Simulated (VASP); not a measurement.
The system is Zn.

```
Zn
1.0
     2.67000    0.00000    0.00000
    -1.33500    2.31229    0.00000
     0.00000    0.00000    4.96600
Zn
2
Direct
  0.66667 0.33333 0.75000
  0.33333 0.66667 0.25000
```

```yaml
Program: VASP 6.6.1
Task: relaxation of cell and atoms
Functional: LDA
Potentials_or_basis: VASP PAW LDA potentials, release 64 (Zn)
Cutoff: 600 eV
k_mesh: 11 × 11 × 6
Occupations: fermi-dirac, width 0.05 eV
Spin: no spin polarisation
```

At the start: pressure -8.7 GPa; volume 15.33 Å³/atom.

Problem. How do energy, volume and symmetry change on relaxing?

Solution. Over 18 steps the energy falls by 63.1 meV/atom and the volume is 13.44 Å³/atom (-12.3 %); space group P6_3/mmc (No. 194, to 0.05 Å).

The path:
| step | energy change (eV) | largest force (eV/Å) | pressure (GPa) | volume (Å³) |
| --- | --- | --- | --- | --- |
| 1 | 0.0000 | 0.0000 | -8.70 | 30.66 |
| 2 | -0.0953 | 0.0000 | 1.32 | 27.11 |
| 3 | -0.0970 | 0.0000 | 0.03 | 27.47 |
| 4 | -0.0970 | 0.0000 | -0.19 | 27.53 |
| 5 | -0.0997 | 0.0000 | -0.28 | 27.47 |
| 6 | -0.1057 | 0.0000 | -0.30 | 27.35 |
| 7 | -0.1132 | 0.0000 | -0.20 | 27.09 |
| 8 | -0.1133 | 0.0000 | -0.14 | 27.06 |
| 9 | -0.1133 | 0.0000 | -0.14 | 27.04 |
| 10 | -0.1139 | 0.0000 | -0.13 | 26.98 |
| 11 | -0.1169 | 0.0000 | 0.00 | 26.86 |
| 12 | -0.1244 | 0.0000 | 0.98 | 26.62 |
| 13 | -0.0994 | 0.0000 | 3.83 | 26.09 |
| 14 | -0.1248 | 0.0000 | 1.44 | 26.54 |
| 15 | -0.1250 | 0.0000 | 0.55 | 26.77 |
| 16 | -0.1254 | 0.0000 | 0.92 | 26.66 |
| 17 | -0.1262 | 0.0000 | 0.25 | 26.82 |
| 18 | -0.1263 | 0.0000 | 0.09 | 26.88 |

Final structure:
```
Zn
1.0
     2.65856    0.00000    0.00000
    -1.32928    2.30238    0.00000
     0.00000    0.00000    4.39142
Zn
2
Direct
  0.66667 0.33333 0.75000
  0.33333 0.66667 0.25000
```

Caveat: the volume moved by -12 % from the deposited cell, more than functionals usually miss.
